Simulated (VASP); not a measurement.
# GaN (F-43m) in VASP: notebook

Runs on GaN. Level: PBE. Tasks: single point.

All numbers are computed with VASP 6.6.1; they aren't measurements. Logs are shortened: lines on timing, memory, paths and dates and some standing lists are left out, and cuts for length are marked.

## (1) The cell of the first run

It takes space group F-43m (No. 216, cubic). Conventional cell: a = 4.415 Å, b = 4.415 Å, c = 4.415 Å, α = 90.00°, β = 90.00°, γ = 90.00°. Ga (site symmetry -43m) has 4 N at 1.91 Å within 2.5 Å. N (site symmetry -43m) has 4 Ga at 1.91 Å within 2.5 Å.

## (2) Single point, PBE

INCAR reads:

```
PREC = Accurate
ENCUT = 520
EDIFF = 1E-7
ISMEAR = 0
SIGMA = 0.01
LREAL = F
LASPH = T
NELM = 100
ALGO = Normal
ISIF = 2
LWAVE = F
LCHARG = F
GGA = PE
NBANDS = 16
```

KPOINTS reads:

```
Automatic mesh
0
Gamma
  8 8 8
```

POSCAR reads:

```
GaN
1.0
    0.0000000000      2.2074982756      2.2074982756
    2.2074982756      0.0000000000      2.2074982756
    2.2074982756      2.2074982756      0.0000000000
Ga N
1 1
Direct
    0.0000000000      0.0000000000      0.0000000000
    0.7500000000      0.7500000000      0.7500000000
```

Potentials or basis: VASP PAW PBE potentials, release 64 (Ga_d, N).

The run is started by

```sh
> cat potpaw_PBE.64/Ga_d/POTCAR potpaw_PBE.64/N/POTCAR > POTCAR
> mpirun -np 1 vasp_std > vasp.out
```

OUTCAR:

```text
PREC = Accurate
   ENCUT = 520
   EDIFF = 1E-7
   ISMEAR = 0
   LREAL = F
   LASPH = T
   NELM = 100
   ISIF = 2
   GGA = PE

 ion  position               nearest neighbor table
   1  0.000  0.000  0.000-   2 1.91   2 1.91   2 1.91   2 1.91
   2  0.750  0.750  0.750-   1 1.91   1 1.91   1 1.91   1 1.91

  LATTYP: Found a face centered cubic cell.
 ALAT       =     4.4149965512

  Lattice vectors:

 A1 = (   0.0000000000,   2.2074982756,   2.2074982756)
 A2 = (   2.2074982756,   0.0000000000,   2.2074982756)
 A3 = (   2.2074982756,   2.2074982756,   0.0000000000)

Analysis of symmetry for initial positions (statically):
[... 5 lines left out ...]
 face centered cubic supercell.

 Subroutine GETGRP returns: Found 24 space group operations
 (whereof 24 operations were pure point group operations)
 out of a pool of 48 trial point group operations.

The static configuration has the point symmetry T_d .

Analysis of symmetry for dynamics (positions and initial velocities):
[... 5 lines left out ...]
 face centered cubic supercell.

 Subroutine GETGRP returns: Found 24 space group operations
 (whereof 24 operations were pure point group operations)
 out of a pool of 48 trial point group operations.

The dynamic configuration has the point symmetry T_d .

 Subroutine INISYM returns: Found 24 space group operations
 (whereof 24 operations are pure point group operations),
 and found     1 'primitive' translations

----------------------------------------------------------------------------------------

                                     Primitive cell

  volume of cell :      21.5145

  direct lattice vectors                    reciprocal lattice vectors
     0.000000000  2.207498276  2.207498276    -0.226500743  0.226500743  0.226500743
     2.207498276  0.000000000  2.207498276     0.226500743 -0.226500743  0.226500743
     2.207498276  2.207498276  0.000000000     0.226500743  0.226500743 -0.226500743

  length of vectors
     3.121874000  3.121874000  3.121874000     0.392310795  0.392310795  0.392310795

  position of ions in fractional coordinates (direct lattice)
     0.000000000  0.000000000  0.000000000
     0.750000000  0.750000000  0.750000000

  ion indices of the primitive-cell ions
   primitive index   ion index
                 1           1
                 2           2

----------------------------------------------------------------------------------------

 KPOINTS: Automatic mesh

Automatic generation of k-mesh.
 Grid dimensions read from file:
 generate k-points for:    8    8    8

 Generating k-lattice:

  Cartesian coordinates                     Fractional coordinates (reciprocal lattice)
    -0.028312593  0.028312593  0.028312593     0.125000000  0.000000000  0.000000000
     0.028312593 -0.028312593  0.028312593     0.000000000  0.125000000  0.000000000
     0.028312593  0.028312593 -0.028312593     0.000000000  0.000000000  0.125000000

  Length of vectors
     0.049038849  0.049038849  0.049038849

  Shift w.r.t. Gamma in fractional coordinates (k-lattice)
     0.000000000  0.000000000  0.000000000

 Subroutine IBZKPT returns following result:
 ===========================================

 Found     29 irreducible k-points:

 Following reciprocal coordinates:
            Coordinates               Weight
  0.000000  0.000000  0.000000      1.000000
  0.125000  0.000000  0.000000      8.000000
  0.250000  0.000000  0.000000      8.000000
  0.375000  0.000000  0.000000      8.000000
  0.500000  0.000000  0.000000      4.000000
  0.125000  0.125000  0.000000      6.000000
[... 16 lines left out ...]
  0.500000  0.250000  0.125000     48.000000
 -0.375000  0.250000  0.125000     24.000000
 [... further k-points ...]
   k-points           NKPTS =     29   k-points in BZ     NKDIM =     29   number of bands    NBANDS=     16
   number of dos      NEDOS =    301   number of ions     NIONS =      2
   total plane-waves  NPLWV =  13824
   dimension x,y,z NGX =    24 NGY =   24 NGZ =   24
   dimension x,y,z NGXF=    48 NGYF=   48 NGZF=   48
   ions per type =               1   1
   NGX,Y,Z   is equivalent  to a cutoff of  12.78, 12.78, 12.78 a.u.
   NGXF,Y,Z  is equivalent  to a cutoff of  25.56, 25.56, 25.56 a.u.
 SYSTEM =  unknown system
   PREC   = accura    normal or accurate (medium, high low for compatibility)
   ISTART =      0    job   : 0-new  1-cont  2-samecut
   ICHARG =      2    charge: 1-file 2-atom 10-const
   ISPIN  =      1    spin polarized calculation?
   LNONCOLLINEAR =      F non collinear calculations
   LSORBIT =      F    spin-orbit coupling
   LASPH  =      T    aspherical Exc in radial PAW
   ENCUT  =  520.0 eV  38.22 Ry    6.18 a.u.   5.80  5.80  5.80*2*pi/ulx,y,z
   NELM   =    100;   NELMIN=  2; NELMDL= -5     # of ELM steps
   EDIFF  = 0.1E-06   stopping-criterion for ELM
   LREAL  =      F    real-space projection
   EDIFFG = 0.1E-05   stopping-criterion for IOM
   NSW    =      0    number of steps for IOM
   IBRION =     -1    ionic relax: 0-MD 1-quasi-New 2-CG
   NFREE  =      0    steps in history (QN), initial steepest desc. (CG)
   ISIF   =      2    stress and relaxation
   ISYM   =      2    0-nonsym 1-usesym 2-fastsym
   POTIM  = 0.5000    time-step for ionic-motion
   TEBEG  =    0.0;   TEEND  =   0.0 temperature during run
   PSTRESS=    0.0 pullay stress
   NELECT =      18.0000    total number of electrons
   NUPDOWN=      -1.0000    fix difference up-down
   EMIN   =  10.00;   EMAX   =-10.00  energy-range for DOS
   EFERMI =   0.00;   METHOD = LEGACY
   ISMEAR =     0;   SIGMA  =   0.01  broadening in eV -4-tet -1-fermi 0-gaus
   EFERMI_NEDOS =   21; number of points for ismear=-14 and -15
   IALGO  =     38    algorithm
   IMIX   =      4    mixing-type and parameters
     AMIX     =   0.40;   BMIX     =  1.00
     AMIX_MAG =   1.60;   BMIX_MAG =  1.00
  volume/ion in A,a.u.               =      10.76        72.59
  Fermi-wavevector in a.u.,A,eV,Ry     =   1.542607  2.915105 32.376918  2.379636
  Thomas-Fermi vector in A             =   2.648388
   LORBIT       =      0    0 simple, 1 ext, 2 COOP (PROOUT), +10 PAW based schemes
   GGA     = PE    functional components
   LHFCALC =     F    Hartree Fock is set to
   AEXX    =    0.0000 exact exchange contribution
   IVDW    =     0    specifies the selected vdW correction
   LEPSILON=     F    determine dielectric tensor
   LRPA    =     F    only Hartree local field effects (RPA)
 non-spin polarized calculation
 Gauss-broadening in eV      SIGMA  =   0.01
  energy-cutoff  :      520.00
  volume of cell :       21.51
 maximum number of plane-waves:       604
   NGX = 11   NGY = 11   NGZ = 11

 number of electron      18.0000008 magnetization

 Free energy of the ion-electron system (eV)
  ---------------------------------------------------
  ext. energy  EPLUGINS =         0.00000000
  ---------------------------------------------------
  free energy    TOTEN  =       -12.04343748 eV

  energy without entropy =      -12.04343748  energy(sigma->0) =      -12.04343748

 E-fermi :   6.0853     XC(G=0): -12.0018

 val. band max:        5.9788198624   @ k =   0.0000   0.0000   0.0000
 cond. band min:       8.1031478104   @ k =   0.0000   0.0000   0.0000
 fundamental gap:      2.1243279480
 Fermi energy:         6.0853354263

 k-point     1 :       0.0000    0.0000    0.0000
  band No.  band energies     occupation
      1     -10.5050      2.00000
      2      -7.5311      2.00000
      3      -7.5311      2.00000
      4      -7.5311      2.00000
      5      -7.1432      2.00000
      6      -7.1432      2.00000
[... 8 lines left out ...]
     15      25.3077      0.00000
     16      25.3077      0.00000

 k-point     2 :       0.1250    0.0000    0.0000
  band No.  band energies     occupation
      1     -10.3148      2.00000
      2      -7.5065      2.00000
      3      -7.5065      2.00000
      4      -7.4735      2.00000
      5      -7.1453      2.00000
      6      -7.1453      2.00000
[... 8 lines left out ...]
     15      23.6554      0.00000
     16      23.7430      0.00000

 k-point     3 :       0.2500    0.0000    0.0000
  band No.  band energies     occupation
      1      -9.8721      2.00000
      2      -7.4581      2.00000
      3      -7.4581      2.00000
      4      -7.1876      2.00000
      5      -7.1380      2.00000
      6      -7.1380      2.00000
[... 8 lines left out ...]
     15      23.2888      0.00000
     16      23.2888      0.00000

 k-point     4 :       0.3750    0.0000    0.0000
  band No.  band energies     occupation
      1      -9.5075      2.00000
      2      -7.4307      2.00000
      3      -7.4307      2.00000
      4      -7.1075      2.00000
      5      -7.1075      2.00000
      6      -6.4788      2.00000
[... 8 lines left out ...]
     15      24.8538      0.00000
     16      24.8538      0.00000

 k-point     5 :       0.5000    0.0000    0.0000
  band No.  band energies     occupation
      1      -9.3940      2.00000
      2      -7.4259      2.00000
      3      -7.4259      2.00000
      4      -7.0875      2.00000
      5      -7.0875      2.00000
      6      -5.8951      2.00000
[... 8 lines left out ...]
     15      26.4028      0.00000
     16      26.4028      0.00000

 k-point     6 :       0.1250    0.1250    0.0000
  band No.  band energies     occupation
      1     -10.2523      2.00000
      2      -7.4851      2.00000
      3      -7.4837      2.00000
      4      -7.4837      2.00000
      5      -7.1608      2.00000
      6      -7.1298      2.00000
[... 8 lines left out ...]
     15      26.4541      0.00000
     16      26.4544      0.00000
[... 267 lines left out ...]
 k-point    21 :       0.5000    0.5000    0.0000
  band No.  band energies     occupation
      1      -9.1674      2.00000
      2      -7.4439      2.00000
      3      -7.1646      2.00000
      4      -7.1646      2.00000
      5      -7.0519      2.00000
      6      -5.4851      2.00000
[... 8 lines left out ...]
     15      28.8687      0.00000
     16      31.1531      0.00000

 k-point    22 :       0.3750    0.2500    0.1250
  band No.  band energies     occupation
      1      -9.5835      2.00000
      2      -7.4097      2.00000
      3      -7.3851      2.00000
      4      -7.2546      2.00000
      5      -7.1131      2.00000
      6      -6.8103      2.00000
[... 8 lines left out ...]
     15      25.7205      0.00000
     16      28.1542      0.00000

 k-point    23 :       0.5000    0.2500    0.1250
  band No.  band energies     occupation
      1      -9.3430      2.00000
      2      -7.4010      2.00000
      3      -7.3481      2.00000
      4      -7.2049      2.00000
      5      -7.1035      2.00000
      6      -6.0826      2.00000
[... 8 lines left out ...]
     15      25.8731      0.00000
     16      27.9085      0.00000

 k-point    24 :      -0.3750    0.2500    0.1250
  band No.  band energies     occupation
      1      -9.2685      2.00000
      2      -7.4079      2.00000
      3      -7.3330      2.00000
      4      -7.1707      2.00000
      5      -7.1050      2.00000
      6      -5.5643      2.00000
[... 8 lines left out ...]
     15      25.3870      0.00000
     16      27.8329      0.00000

 [... further k-points ...]
[... 5 lines left out ...]
  --------------------------------------------------------------------------------------
  -------------------------------------------------------------------------------------
  Total        2.5035375      2.5035375      2.5035375     -0.0000000      0.0000000     -0.0000000
  in kB      186.4376266    186.4376266    186.4376266     -0.0000000      0.0000000     -0.0000000
  external PRESSURE =     186.4376266 kB  Pullay stress =       0.0000000 kB

 VOLUME and BASIS-vectors are now :
 -----------------------------------------------------------------------------
  energy-cutoff  :      520.00
  volume of cell :       21.51
      direct lattice vectors                 reciprocal lattice vectors
     0.000000000  2.207498276  2.207498276    -0.226500743  0.226500743  0.226500743
     2.207498276  0.000000000  2.207498276     0.226500743 -0.226500743  0.226500743
     2.207498276  2.207498276  0.000000000     0.226500743  0.226500743 -0.226500743

 POSITION                                       TOTAL-FORCE (eV/Angst)
 -----------------------------------------------------------------------------------
      0.00000      0.00000      0.00000         0.000000      0.000000      0.000000
      3.31125      3.31125      3.31125        -0.000000     -0.000000     -0.000000
 -----------------------------------------------------------------------------------
    total drift:                               -0.000002     -0.000002     -0.000001

  FREE ENERGIE OF THE ION-ELECTRON SYSTEM (eV)
  ---------------------------------------------------
  free  energy   TOTEN  =       -12.0434374835 eV

  energy  without entropy=      -12.0434374835  energy(sigma->0) =      -12.04343748
```

Run time: 20 s. Hardware: 1 thread of Intel Xeon 8259CL, shared host; peak memory 0.14 GiB.

What came out:

* Free energy: -12.0434 eV
* Pressure: 18.6 GPa
* Band gap on the k mesh: 2.12 eV, direct

Levels at points of the mesh, in eV from the valence-band top:
```
           k point  band 6  band 7  band 8  band 9  band 10  band 11  band 12  band 13
(0.00, 0.00, 0.00)  -13.12    0.00    0.00    0.00     2.12    10.69    10.69    10.69
(0.50, 0.00, 0.00)  -11.87   -7.46   -1.05   -1.05     5.07     9.04    10.69    10.69
(0.50, 0.50, 0.00)  -11.46   -6.38   -2.93   -2.93     3.37     7.03    12.16    14.63
```

[end of part 1 of 3]
